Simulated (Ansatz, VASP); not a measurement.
Two plane-wave programs on MoSe

```
CELL_PARAMETERS angstrom
3.14620 0.00000 0.00000
0.00000 3.14620 0.00000
0.00000 0.00000 6.29240
ATOMIC_POSITIONS crystal
Mo 0.00000 0.00000 0.00000
Mo 0.00000 0.00000 0.50000
Se 0.50000 0.50000 0.25000
Se 0.50000 0.50000 0.75000
```

Alike in both runs: task single point; functional PBE; k mesh 14 × 14 × 7; occupations gaussian, width 0.1 eV; collinear spin.

|  | VASP | Ansatz |
| --- | --- | --- |
| version | VASP 6.6.1 | Ansatz 0.2.0 |
| potentials or method | VASP PAW PBE potentials, release 64 (Mo_sv, Se), cutoff 520 eV | scalar-relativistic, plane waves, PAW |
| valence electrons in the cell | 40 | 60 |

Ansatz gave:

```
gap on the k mesh at the Fermi level (eV) : none
pressure (GPa)                            : 0.0
net moment per atom (μB)                  : 0.00
```

Problem. Which values does VASP return?

Solution. gap on the k mesh at the Fermi level (eV): none; pressure (GPa): 0.4; net moment per atom (μB): 0.00.

A gap of «none» marks a metal or a gap that the smearing closes. The functional is the same, so the differences come from potentials, cutoffs and numerics. VASP's potentials hold 40 valence electrons a cell and Ansatz's 60, so a difference there can come from the potentials and not from the codes. Ansatz's warnings: seeded moment not kept.
